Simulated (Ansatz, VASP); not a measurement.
## Two plane-wave programs on Cu

```
Cu
1.0
     0.00000    1.81442    1.81442
     1.81442    0.00000    1.81442
     1.81442    1.81442    0.00000
Cu
1
Direct
  0.00000 0.00000 0.00000
```

Alike in both runs: functional PBE; k mesh 26 × 26 × 26; no spin polarisation.

Ansatz relaxed the structure, and its values are those at the end. VASP's run is a single point on that final structure, the one shown.

```csv
,VASP,Ansatz
version,VASP 6.6.1,Ansatz 0.2.0
potentials or method,"VASP PAW PBE potentials, release 64 (Cu)","plane-wave PAW, scalar-relativistic"
plane-wave cutoff (eV),520,420
occupations,"methfessel-paxton of order 1, width 0.1 eV","cold, width 0.1 eV"
valence electrons in the cell,11,19
```

```tsv
	VASP	Ansatz	Ansatz less VASP
pressure (GPa)	0.7	0.0	-0.66
```

VASP's potentials hold 11 valence electrons a cell and Ansatz's 19, so a difference there can come from the potentials and not from the codes.
